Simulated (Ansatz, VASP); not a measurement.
## Two plane-wave programs on NbSb

File INCAR:

```
PREC = Accurate
ENCUT = 520
EDIFF = 1E-8
ISMEAR = -1
SIGMA = 0.05
LREAL = F
LASPH = T
NELM = 100
ALGO = Normal
ISIF = 2
LWAVE = F
LCHARG = F
GGA = PE
LEFG = T
NBANDS = 16
```

The input KPOINTS:

```
Automatic mesh
0
Gamma
  11 11 10
```

Contents of POSCAR:

```
NbSb
1.0
    3.5227502525      0.0000000000      0.0000000000
   -1.7613751263      3.0507912098      0.0000000000
    0.0000000000      0.0000000000      3.7359978319
Nb Sb
1 1
Direct
    0.0000000000      0.0000000000      0.0000000000
    0.3333333333      0.6666666667      0.5000000000
```

Input for Ansatz:

```yaml
crystal:
  lattice:
    - [3.5227502525, 0.0, 0.0]
    - [-1.7613751263, 3.0507912098, 0.0]
    - [0.0, 0.0, 3.7359978319]
  atoms:
    - { symbol: Nb, position: [0.0, 0.0, 0.0] }
    - { symbol: Sb, position: [0.3333333333, 0.6666666667, 0.5] }
kpoints:
  mp_grid: { grid: [11, 11, 10] }
scf:
  occupations: { method: fermi_dirac, width: 0.05 }
hamiltonian:
  xc: pbe
  pseudopotentials: { kind: paw }
output:
  forces: true
  stress: true
  eigenvalues: true
  efg: { contact_densities: true }
```

Change from the starting cell: volume scaled by 0.9405, PAW files.

Alike in both runs: task electric field gradients; functional PBE; k mesh 11 × 11 × 10; occupations fermi-dirac, width 0.05 eV; no spin polarisation.

|  | VASP | Ansatz |
| --- | --- | --- |
| version | VASP 6.6.1 | Ansatz 0.2.0 |
| potentials or method | VASP PAW PBE potentials, release 64 (Nb_sv, Sb) | PAW with Ansatz's default frozen-core files, scalar-relativistic |
| plane-wave cutoff (eV) | 520 | 420 |
| valence electrons in the cell | 18 | 28 |

Ansatz gave:

* pressure (GPa): 9.1
* traceless stress, the component that is largest in VASP (GPa): 2.02
* size of Vzz on the site where it differs most (V/Å²): 78.0

**Question.** Which values does VASP return?

**Answer.** Pressure (GPa): 8.8; traceless stress, the component that is largest in VASP (GPa): 1.99; size of Vzz on the site where it differs most (V/Å²): 82.6.

VASP's potentials hold 18 valence electrons a cell and Ansatz's 28, so a difference there can come from the potentials and not from the codes.

Spin-orbit coupling is off throughout.
